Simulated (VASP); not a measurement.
Here is a VASP 6.6.1 calculation.

Contents of INCAR:

```
PREC = Accurate
ENCUT = 520
EDIFF = 1E-6
ISMEAR = -1
SIGMA = 0.05
LREAL = False
LASPH = True
NELM = 150
ALGO = Fast
ISIF = 2
LWAVE = False
LCHARG = False
ISPIN = 2
MAGMOM = 3
LORBIT = 11
LMAXMIX = 6
GGA = PE
NBANDS = 17
```

The input KPOINTS:

```
Automatic mesh
0
Gamma
  9 9 9
```

Contents of POSCAR:

```
Nd
1.0
   -2.1161758538      2.1161758538      2.1161758538
    2.1161758538     -2.1161758538      2.1161758538
    2.1161758538      2.1161758538     -2.1161758538
Nd
1
Direct
    0.0000000000      0.0000000000      0.0000000000
```

Potentials or basis: VASP PAW PBE potentials, release 64 (Nd).

Launch:

```bash
$ cat potpaw_PBE.64/Nd/POTCAR > POTCAR
$ mpirun -np 1 vasp_std > vasp.out
```

**Question.** Estimate the pressure.

**Answer.** -0.9 GPa.

**Question.** What does it give for the net moment?

**Answer.** 4.07 μB per cell.

Caveat: the magnetic or orbital state may not be the lowest. The state reached can hang on the start; a lower one may exist.
